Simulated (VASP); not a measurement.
Write the native input for VASP 6.6.1 that does the following.

* Task: single point
* Functional: PBE
* Dispersion: D3(BJ)
* Potentials or basis: VASP PAW PBE potentials, release 64 (Se, Pt)
* Cutoff: 520 eV
* k mesh: 9 × 9 × 1
* Occupations: gaussian, width 0.05 eV
* Spin: no spin polarisation
* Dipole correction: yes
* Further INCAR settings: ALGO = Normal; EDIFF = 1e-07; NBANDS = 31

The structure of PtSe2 lies in POSCAR:

```
PtSe2
1.0
    3.7070357730      0.0000000000      0.0000000000
   -1.8535178865      3.2103871521      0.0000000000
    0.0000000000      0.0000000000     22.7981619012
Se Pt
4 2
Direct
    0.6666666667      0.3333333333      0.1973843339
    0.3333333333      0.6666666667      0.3135814625
    0.5000000000      1.3333333333      0.4763138799
    0.1666666667      1.6666666667      0.5925110086
    0.0000000000      0.0000000000      0.2554828982
   -0.1666666667      1.0000000000      0.5344124442
```

This cell differs from its parent crystal: layers slid over each other.

The input as run:

INCAR

```
SYSTEM = PtSe2
  PREC = Accurate
  ENCUT = 520
  EDIFF = 1E-7
  ISMEAR = 0
  SIGMA = 0.05
  LREAL = .False.
  LASPH = .True.
  NELM = 80
  ALGO = Normal
  ISIF = 2
  LWAVE = .False.
  LCHARG = .False.
  LDIPOL = .True.
  IDIPOL = 3
  DIPOL = 0.5 0.5 0.395
  GGA = PE
  IVDW = 12
  NBANDS = 31
```

KPOINTS

```
regular mesh
0
Gamma
  9 9 1
  0 0 0
```

Potentials or basis: VASP PAW PBE potentials, release 64 (Se, Pt).

Command:

```bash
$ cat potpaw_PBE.64/Se/POTCAR potpaw_PBE.64/Pt/POTCAR > POTCAR
$ mpirun -np 1 vasp_std > vasp.out
```

Results of the run:

The largest force is 0.077 eV/Å and the band gap on the k mesh is 1.06 eV (least direct gap 1.22 eV). The dispersion energy per atom is -0.338 eV.

Caveat: the cell differs from its parent crystal (layers slid over each other); spin-orbit coupling is left out, which moves the levels of the heavy elements.

Wall time 5.4 min on 1 thread of AMD EPYC 9R45 96-Core Processor (Zen 5), with other jobs on the host, peak memory 0.53 GiB.
